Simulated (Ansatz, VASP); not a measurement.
# Two plane-wave programs on Al12H

```
CELL_PARAMETERS angstrom
5.71430 0.00000 0.00000
-2.85715 4.94873 0.00000
0.00000 0.00000 21.60164
ATOMIC_POSITIONS crystal
Al 0.33333 0.16667 0.18517
Al 0.33333 0.66667 0.18517
Al 0.83333 0.16667 0.18517
Al 0.83333 0.66667 0.18517
Al 0.16667 0.33333 0.29169
Al 0.16667 0.83333 0.29169
Al 0.66667 0.33333 0.29169
Al 0.66667 0.83333 0.29169
Al 0.00000 0.00000 0.39819
Al 0.00000 0.50000 0.39819
Al 0.50000 0.00000 0.39819
Al 0.50000 0.50000 0.39819
H 0.16667 0.83333 0.47550
```

Alike in both runs: task single point; functional PBE; k mesh 6 × 6 × 1; occupations gaussian, width 0.1 eV; collinear spin.

```csv
,VASP,Ansatz
version,VASP 6.6.1,Ansatz 0.2.0
potentials or method,"VASP PAW PBE potentials, release 64 (Al, H), cutoff 520 eV","scalar-relativistic, plane waves, PAW"
valence electrons in the cell,37,37
```

```tsv
	VASP	Ansatz	Ansatz less VASP
gap on the k mesh at the Fermi level (eV)	none	none	-
rms of the force components (eV/Å)	0.264	0.263	-0.0001
net moment per atom (μB)	0.00	0.00	0.000
```

Atom by atom the forces differ by 0.001 eV/Å (rms over components). A gap of «none» marks a metal or a gap that the smearing closes. The functional is the same, so the differences come from potentials, cutoffs and numerics. Ansatz's warnings: seeded moment not kept.
